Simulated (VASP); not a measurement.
C:

```
CELL_PARAMETERS angstrom
2.48801 0.00000 0.00000
-1.24401 2.15468 0.00000
0.00000 0.00000 8.12577
ATOMIC_POSITIONS crystal
C 0.66667 0.33333 0.84375
C 0.33333 0.66667 0.34375
C 0.66667 0.33333 0.65625
C 0.33333 0.66667 0.15625
C 0.00000 0.00000 0.90625
C 0.00000 0.00000 0.40625
C 0.00000 0.00000 0.59375
C 0.00000 0.00000 0.09375
```

Base run:

| Property | Result |
| --- | --- |
| Program | VASP 6.6.1 |
| Functional | PBE exchange alone |
| Potentials or basis | VASP PAW PBE potentials, release 64 (C) |
| Cutoff | 520 eV |
| k mesh | 12 × 12 × 4 |
| Occupations | fermi-dirac, width 0.05 eV |
| Spin | no spin polarisation |

Its results: band gap on the k mesh 4.88 eV (least direct gap 5.42 eV); pressure 53.8 GPa; largest force 0.373 eV/Å.

Question: The run is repeated on the same cell with these changes: functional from PBE exchange alone to RPBE; further incar settings from ALGO = Normal; EDIFF = 1e-07; NBANDS = 26 to ALGO = Normal; EDIFF = 1e-06; NBANDS = 26. What comes out?

Answer: Band gap on the k mesh 4.50 eV (least direct gap 5.27 eV); pressure 28.9 GPa; largest force 0.353 eV/Å.

Caveats: the stress differs along the axes, from 49 to 63 GPa (at least some runs); the stress differs along the axes, from 24 to 38 GPa (at least some runs); the PAW data sets were made with another functional, which shifts forces and pressure a little (at least some runs).

A k mesh can miss the band edges.
